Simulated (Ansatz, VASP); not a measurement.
Two plane-wave programs on Ga3SbN2

```xyz
6
Lattice="4.1075 0.0000 0.0000 -2.0537 3.5572 0.0000 0.0000 0.0000 8.8507" Properties=species:S:1:pos:R:3 pbc="T T T"
Ga    2.0537    0.0000    4.4254
Ga   -1.0269    1.7786    4.4254
Ga    1.0269    1.7786    4.4254
Sb    0.0000    0.0000    0.0000
N     0.0000    0.0000    3.8071
N     0.0000    0.0000    5.0436
```

Alike in both runs: task relaxation of cell and atoms; functional PBE; k mesh 6 × 6 × 2; occupations gaussian, width 0.1 eV; no spin polarisation.

```csv
,VASP,Ansatz
version,VASP 6.6.1,Ansatz 0.2.0
potentials or method,"VASP PAW PBE potentials, release 64 (Ga_d, Sb, N), cutoff 600 eV","scalar-relativistic, plane waves, PAW"
valence electrons in the cell,54,64
```

Ansatz gave:

- gap on the k mesh at the Fermi level, each at its own relaxed structure (eV): none
- relaxed volume (Å³/atom): 27.76
- relaxed length of the cell vector where the two differ most in proportion (Å): 5.757

Problem. What did VASP give for the same quantities?

Solution. gap on the k mesh at the Fermi level, each at its own relaxed structure (eV): none; relaxed volume (Å³/atom): 25.02; relaxed length of the cell vector where the two differ most in proportion (Å): 5.478.

A gap of «none» marks a metal or a gap that the smearing closes. One of these differences is far larger than is usual between the two programs; its cause wasn't traced. VASP's potentials hold 54 valence electrons a cell and Ansatz's 64, so a difference there can come from the potentials and not from the codes.

Neither program's run includes spin-orbit coupling. Noted on VASP's run: the standard files for N, O and F lose accuracy on very short bonds; the volume moved by over 15 % at a fixed basis, so the end points are rough.
